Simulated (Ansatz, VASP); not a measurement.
## GaN: VASP beside Ansatz

```
Ga N
1.0
     3.18310    0.00000    0.00000
    -1.59155    2.75664    0.00000
     0.00000    0.00000    5.18360
Ga N
2 2
Direct
  0.33333 0.66667 0.99911
  0.66667 0.33333 0.49911
  0.33333 0.66667 0.37589
  0.66667 0.33333 0.87589
```

Alike in both runs: task single point; functional r2SCAN; k mesh 12 × 12 × 6; occupations gaussian, width 0.05 eV; no spin polarisation.

|  | VASP | Ansatz |
| --- | --- | --- |
| version | VASP 6.6.1 | Ansatz 0.2.0 |
| potentials or method | VASP PAW PBE potentials, release 64 (Ga_d, N), cutoff 520 eV | scalar-relativistic, plane waves, PAW |
| valence electrons in the cell | 36 | 36 |

Ansatz gave:

| Property | Result |
| --- | --- |
| gap on the k mesh at the Fermi level (eV) | 2.35 |
| least direct gap on the mesh (eV) | 2.35 |
| pressure (GPa) | 0.0 |
| traceless stress, the component that is largest in VASP (GPa) | 0.00 |
| rms of the force components (eV/Å) | 0.000 |

**Question.** What did VASP give for the same quantities?

**Answer.** gap on the k mesh at the Fermi level (eV): 2.34; least direct gap on the mesh (eV): 2.34; pressure (GPa): 1.1; traceless stress, the component that is largest in VASP (GPa): -0.09; rms of the force components (eV/Å): 0.003.

VASP's potentials were made for PBE, not for r2SCAN. Atom by atom the forces differ by 0.003 eV/Å (rms over components).
